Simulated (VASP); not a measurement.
Runs of VASP 6.6.1 on MgS. Symmetry: F-43m, No. 216, cubic system. The conventional cell has a = 5.662 Å, b = 5.662 Å, c = 5.662 Å, α = 90.00°, β = 90.00°, γ = 90.00°. Within 3.2 Å of Mg (site symmetry -43m) lie 4 S at 2.45 Å. S (site symmetry -43m) has 4 Mg at 2.45 Å within 3.2 Å. 

```tsv
level	potentials or basis	smearing	gap on the mesh (eV)	pressure (GPa)
PBE	VASP PAW PBE potentials, release 64 (Mg, S)	gaussian 0.001 eV	3.46	1.0
PBE	VASP PAW PBE potentials, release 64 (Mg, S)	methfessel-paxton 0.05 eV	3.46	1.0
PBE	VASP PAW PBE potentials, release 64 (Mg, S)	gaussian 0.05 eV	3.46	1.0
LDA	VASP PAW LDA potentials, release 64 (Mg, S)	gaussian 0.01 eV	(a)	-2.4
PBE	VASP PAW PBE potentials, release 64 (Mg, S)	fermi-dirac 0.001 eV	3.46	1.0
```

Alike in all rows: task single point; no spin polarisation; cell as given; k mesh 6 × 6 × 6; cutoff (eV) 600.

Q: Fill in the values left out.

A: (a) 3.19.

A k mesh can miss the band edges.
